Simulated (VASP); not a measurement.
Here is a VASP 6.6.1 calculation.

File POSCAR:

```
PbS
1.0
    2.1207464379     -6.1088031065      0.0000000000
    2.1207464379      6.1088031065      0.0000000000
    0.0000000000      0.0000000000      4.3632505017
Pb S
2 2
Direct
    0.1305633500      0.8694366500      0.2500000000
    0.8694366500      0.1305633500      0.7500000000
    0.3547970900      0.6452029100      0.2500000000
    0.6452029100      0.3547970900      0.7500000000
```

File INCAR.step1:

```
SYSTEM = PbS
PREC = Accurate
ENCUT = 520
ISMEAR = -1
SIGMA = 0.05
LREAL = .False.
LASPH = .True.
NELM = 80
NBANDS = 28
GGA = PE
ALGO = Normal
EDIFF = 1E-4
LWAVE = .True.
LCHARG = .False.
```

The input INCAR.step2:

```
SYSTEM = PbS
PREC = Accurate
ENCUT = 520
EDIFF = 1E-6
ISMEAR = -1
SIGMA = 0.05
LREAL = .False.
LASPH = .True.
NELM = 80
ALGO = Normal
ISIF = 2
LWAVE = .False.
LCHARG = .False.
METAGGA = R2SCAN
LMIXTAU = .True.
NBANDS = 28
ISTART = 1
```

Contents of KPOINTS:

```
regular mesh
0
Gamma
  7 7 6
  0 0 0
```

Potentials or basis: VASP PAW PBE potentials, release 64 (Pb_d, S).

The run is started by

```bash
$ cat potpaw_PBE.64/Pb_d/POTCAR potpaw_PBE.64/S/POTCAR > POTCAR
$ cp INCAR.step1 INCAR
$ mpirun -np 1 vasp_std > vasp.out
$ cp INCAR.step2 INCAR
$ mpirun -np 1 vasp_std > vasp.out
```

What does it give for the band gap on the k mesh?

1.62 eV (least direct gap 1.77 eV).

Estimate the largest force.

0.347 eV/Å.

Forces in eV/Å, atoms in the order of the input:
```
Pb   0.000 -0.347  0.000
Pb   0.000  0.347  0.000
S    0.000  0.229  0.000
S    0.000 -0.229  0.000
```

Caveat: the PAW data sets were made with another functional, which shifts forces and pressure a little; spin-orbit coupling is left out, which moves the levels of the heavy elements; an odd mesh through Γ misses points on the zone boundary, where band edges can lie.
